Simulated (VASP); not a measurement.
# MgS in VASP: a series of runs, part 2 of 2

VASP 6.6.1.

### 4 Electric field gradients, PBE (atom 1 (Mg) moved by [0.069282, 0.069282, 0.069282] A)

Input file INCAR:

```
SYSTEM = MgS
  ALGO = Normal
  EDIFF = 1E-8
  ENCUT = 520
  GGA = PE
  ISIF = 2
  ISMEAR = -1
  LASPH = .TRUE.
  LCHARG = .FALSE.
  LEFG = .TRUE.
  LREAL = .FALSE.
  LWAVE = .FALSE.
  NBANDS = 11
  NELM = 100
  PREC = Accurate
  SIGMA = 0.03
```

Input file KPOINTS:

```
k-points
0
G
  10 10 10
  0 0 0
```

Input file POSCAR:

```
MgS
1.0
    0.0000000000      2.6016500000      2.6016500000
    2.6016500000      0.0000000000      2.6016500000
    2.6016500000      2.6016500000      0.0000000000
Mg S
1 1
Direct
    0.0133150116      0.0133150116      0.0133150116
    0.5000000000      0.5000000000      0.5000000000
```

Potentials or basis: VASP PAW PBE potentials, release 64 (Mg, S).

The run is started by

```bash
> cat potpaw_PBE.64/Mg/POTCAR potpaw_PBE.64/S/POTCAR > POTCAR
> mpirun -np 1 vasp_std > vasp.out
```

OUTCAR:

```text
SYSTEM = MgS
   EDIFF = 1E-8
   ENCUT = 520
   GGA = PE
   ISIF = 2
   ISMEAR = -1
   LASPH = .TRUE.
   LREAL = .FALSE.
   NELM = 100
   PREC = Accurate

 ion  position               nearest neighbor table
   1  0.013  0.013  0.013-   2 2.53   2 2.53   2 2.53   2 2.67   2 2.67   2 2.67
   2  0.500  0.500  0.500-   1 2.53   1 2.53   1 2.53   1 2.67   1 2.67   1 2.67

  LATTYP: Found a face centered cubic cell.
 ALAT       =     5.2033000000

  Lattice vectors:

 A1 = (   0.0000000000,   2.6016500000,   2.6016500000)
 A2 = (   2.6016500000,   0.0000000000,   2.6016500000)
 A3 = (   2.6016500000,   2.6016500000,   0.0000000000)

Analysis of symmetry for initial positions (statically):
=====================================================================
 Subroutine PRICEL returns:
 Original cell was already a primitive cell.

 Routine SETGRP: Setting up the symmetry group for a
 face centered cubic supercell.

 Subroutine GETGRP returns: Found  6 space group operations
 (whereof  6 operations were pure point group operations)
 out of a pool of 48 trial point group operations.

The static configuration has the point symmetry C_3v.

Analysis of symmetry for dynamics (positions and initial velocities):
=====================================================================
 Subroutine PRICEL returns:
 Original cell was already a primitive cell.

 Routine SETGRP: Setting up the symmetry group for a
 face centered cubic supercell.

 Subroutine GETGRP returns: Found  6 space group operations
 (whereof  6 operations were pure point group operations)
 out of a pool of 48 trial point group operations.

[... 480 lines left out ...]
      3       2.6854      2.00000
      4       2.9893      2.00000
      5       8.7655      0.00000
      6      10.1413      0.00000
      7      11.0061      0.00000
      8      13.9589      0.00000
      9      15.6197      0.00000
     10      17.5667      0.00000
     11      18.0524      0.00000

 [... further k-points ...]

------------------------ aborting loop because EDIFF is reached ----------------------------------------

  FORCE on cell =-STRESS in cart. coord.  units (eV):
  Direction    XX          YY          ZZ          XY          YZ          ZX
  --------------------------------------------------------------------------------------
  -------------------------------------------------------------------------------------
  Total        0.2947662      0.2947662      0.2947662     -0.0157953     -0.0157953     -0.0157953
  in kB       13.4094718     13.4094718     13.4094718     -0.7185592     -0.7185592     -0.7185592
  external PRESSURE =      13.4094718 kB  Pullay stress =       0.0000000 kB

 VOLUME and BASIS-vectors are now :
 -----------------------------------------------------------------------------
  energy-cutoff  :      520.00
  volume of cell :       35.22
      direct lattice vectors                 reciprocal lattice vectors
     0.000000000  2.601650000  2.601650000    -0.192185728  0.192185728  0.192185728
     2.601650000  0.000000000  2.601650000     0.192185728 -0.192185728  0.192185728
     2.601650000  2.601650000  0.000000000     0.192185728  0.192185728 -0.192185728

 POSITION                                       TOTAL-FORCE (eV/Angst)
 -----------------------------------------------------------------------------------
      0.06928      0.06928      0.06928        -0.193769     -0.193769     -0.193769
      2.60165      2.60165      2.60165         0.193769      0.193769      0.193769
 -----------------------------------------------------------------------------------
    total drift:                               -0.000025     -0.000025     -0.000025

  FREE ENERGIE OF THE ION-ELECTRON SYSTEM (eV)
  ---------------------------------------------------
  free  energy   TOTEN  =        -8.4819562768 eV

  energy  without entropy=       -8.4819562768  energy(sigma->0) =       -8.48195628

 Electric field gradients (V/A^2)
---------------------------------------------------------------------
 ion       V_xx      V_yy      V_zz      V_xy      V_xz      V_yz
---------------------------------------------------------------------
   1      -0.000     0.000    -0.000     0.537     0.537     0.537
   2      -0.000    -0.000     0.000    -0.037    -0.037    -0.037
---------------------------------------------------------------------

 Electric field gradients after diagonalization (V/A^2)
 (convention: |V_zz| > |V_xx| > |V_yy|)
----------------------------------------------------------------------
 ion       V_xx      V_yy      V_zz     asymmetry (V_yy - V_xx)/ V_zz
----------------------------------------------------------------------
   1      -0.537    -0.537     1.074       0.000
   2       0.037     0.037    -0.075       0.000
----------------------------------------------------------------------

           NMR quadrupolar parameters

 Cq : quadrupolar parameter    Cq=e*Q*V_zz/h
 eta: asymmetry parameters     (V_yy - V_xx)/ V_zz
 Q  : nuclear electric quadrupole moment in mb (millibarn)
----------------------------------------------------------------------
 ion       Cq(MHz)       eta       Q (mb)
----------------------------------------------------------------------
   1       0.003       0.000       1.000
   2      -0.000       0.000       1.000
----------------------------------------------------------------------
```

OSZICAR:

```text
N       E                     dE             d eps       ncg     rms          rms(c)
DAV:   1     0.214248118344E+02    0.21425E+02   -0.35590E+03  2680   0.590E+02
DAV:   2    -0.749879584750E+01   -0.28924E+02   -0.27277E+02  3204   0.991E+01
DAV:   3    -0.888453041409E+01   -0.13857E+01   -0.13834E+01  3188   0.229E+01
DAV:   4    -0.889316894293E+01   -0.86385E-02   -0.86378E-02  3028   0.214E+00
DAV:   5    -0.889324268817E+01   -0.73745E-04   -0.73745E-04  3288   0.201E-01    0.443E+00
DAV:   6    -0.852298062325E+01    0.37026E+00   -0.79901E-01  2903   0.352E+00    0.346E+00
DAV:   7    -0.848215988709E+01    0.40821E-01   -0.22196E-01  3106   0.204E+00    0.229E+00
DAV:   8    -0.848225621687E+01   -0.96330E-04   -0.15056E-02  2816   0.743E-01    0.102E+00
DAV:   9    -0.848193973991E+01    0.31648E-03   -0.89932E-04  2877   0.172E-01    0.327E-01
DAV:  10    -0.848196262316E+01   -0.22883E-04   -0.24628E-04  2988   0.726E-02    0.644E-02
DAV:  11    -0.848195618368E+01    0.64395E-05   -0.28157E-05  3023   0.226E-02    0.131E-02
DAV:  12    -0.848195627268E+01   -0.88998E-07   -0.89130E-07  3017   0.592E-03    0.187E-03
DAV:  13    -0.848195636475E+01   -0.92069E-07   -0.83478E-08  3075   0.178E-03    0.371E-03
DAV:  14    -0.848195626735E+01    0.97395E-07   -0.21032E-08  2971   0.695E-04    0.338E-04
DAV:  15    -0.848195627852E+01   -0.11168E-07   -0.13878E-09  1618   0.198E-04    0.798E-05
DAV:  16    -0.848195627685E+01    0.16748E-08   -0.10165E-10  1540   0.712E-05
   1 F= -.84819563E+01 E0= -.84819563E+01  d E =-.185136E-10
```

Wall time 26 s (1 thread of Intel Xeon Platinum 8559C (Emerald Rapids), shared host); peak memory 0.18 GiB.

What came out:

| Property | Result |
| --- | --- |
| Free energy | -8.4820 eV |
| Pressure | 1.3 GPa |
| Largest force | 0.336 eV/Å |
| Band gap on the k mesh | 2.77 eV, indirect (least direct gap 3.70 eV) |

Forces on the atoms (eV/Å):
```
Mg  -0.194 -0.194 -0.194
S    0.194  0.194  0.194
```

Stress tensor (GPa, compression positive):
```
 1.34 -0.07 -0.07
-0.07  1.34 -0.07
-0.07 -0.07  1.34
```

Levels at points of the mesh, in eV from the valence-band top:
| k point | band 2 | band 3 | band 4 | band 5 | band 6 | band 7 |
| --- | --- | --- | --- | --- | --- | --- |
| (0.00, 0.00, 0.00) | -0.02 | -0.02 | 0.00 | 3.70 | 7.94 | 7.94 |
| (0.50, 0.00, 0.00) | -4.84 | -0.61 | -0.59 | 4.54 | 6.92 | 6.92 |
| (0.50, 0.50, 0.50) | -4.82 | -0.61 | -0.61 | 4.55 | 6.90 | 6.90 |
| (0.50, 0.50, 0.00) | -4.20 | -1.70 | -1.68 | 2.77 | 4.39 | 11.99 |

Electric field gradients, principal values (V/Å²):
| atom | least | middle | greatest (by size) |
| --- | --- | --- | --- |
| 1 Mg | -0.537 | -0.537 | 1.074 |
| 2 S | 0.037 | 0.037 | -0.075 |

Caveat: the cell differs from its parent crystal (atom 1 (Mg) moved by [0.069282, 0.069282, 0.069282] A); without QUAD_EFG the Cq values of the log hold for a quadrupole moment of 1 mb, not for the nuclei.

### 5 Summary

| cell | gap on the mesh (eV) | pressure (GPa) |
| --- | --- | --- |
| a = 3.625, b = 3.625, c = 3.569 Å, angles 60.5, 60.5, 59.0°, 2 atoms | 2.77 | 6.4 |
| a = 3.719, b = 3.719, c = 3.608 Å, angles 61.0, 61.0, 58.0°, 2 atoms | 2.56 | 1.4 |
| a = 3.679 Å, angles 60.0°, 2 atoms | 2.77 | 1.3 |

Alike in all rows: task electric field gradients; level PBE; potentials or basis VASP PAW PBE potentials, release 64 (Mg, S); no spin polarisation; k mesh 10 × 10 × 10; cutoff (eV) 520; smearing fermi-dirac 0.03 eV.

Absolute energies hang on the potentials; compare differences alone.
